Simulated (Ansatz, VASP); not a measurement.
# BP: VASP beside Ansatz

The input INCAR:

```
  ALGO = Normal
  EDIFF = 1E-7
  EDIFFG = -0.002
  ENCUT = 500
  GGA = CA
  GGA_COMPAT = F
  IBRION = 2
  ISIF = 3
  ISMEAR = 0
  LASPH = T
  LCHARG = F
  LREAL = F
  LWAVE = F
  NELM = 120
  NELMIN = 4
  NSW = 100
  PREC = Accurate
  SIGMA = 0.02
```

File KPOINTS:

```
k-points
0
Gamma
  8 8 8
```

File POSCAR:

```
BP
1.0
    0.0000000000      2.2690000000      2.2690000000
    2.2690000000      0.0000000000      2.2690000000
    2.2690000000      2.2690000000      0.0000000000
B P
1 1
Direct
    0.0000000000      0.0000000000      0.0000000000
    0.2500000000      0.2500000000      0.2500000000
```

Input for Ansatz:

```yaml
crystal:
  lattice:
    - [0.0, 2.269, 2.269]
    - [2.269, 0.0, 2.269]
    - [2.269, 2.269, 0.0]
  atoms:
    - { symbol: B, position: [0.0, 0.0, 0.0] }
    - { symbol: P, position: [0.25, 0.25, 0.25] }
basis:
  ecutwfc: 420
kpoints:
  mp_grid: { grid: [8, 8, 8] }
hamiltonian:
  xc: lda
  pseudopotentials: { kind: paw, azcp: { folder: soft_1 } }
scf:
  occupations: { method: gaussian, width: 0.02 }
output:
  forces: true
  stress: true
  eigenvalues: true
  write_density: true
  write_potential: true
  elf: true
  volumetric_format: npy
relax:
  adjacent_minimum: "off"
  f_tol: 0.002
  max_steps: 80
  cell: { stress_tol: 0.02 }
```

Alike in both runs: task relaxation of cell and atoms; functional LDA; k mesh 8 × 8 × 8; occupations gaussian, width 0.02 eV; no spin polarisation.

|  | VASP | Ansatz |
| --- | --- | --- |
| version | VASP 6.6.1 | Ansatz 0.2.0 |
| potentials or method | VASP PAW LDA potentials, release 64 (B, P), cutoff 500 eV | scalar-relativistic, plane waves, PAW |
| valence electrons in the cell | 8 | 8 |

```csv
,VASP,Ansatz,Ansatz less VASP
"gap on the k mesh at the Fermi level, each at its own relaxed structure (eV)",1.18,1.18,-0.001
relaxed volume (Å³/atom),11.31,11.32,+0.007
relaxed cell length with the largest relative difference (Å),3.175,3.175,+0.0007
```

Ansatz warns that its potentials were made for another functional, while VASP's fit it. LDA's correlation is that of Perdew and Zunger in VASP and of Perdew and Wang (1992) in Ansatz.
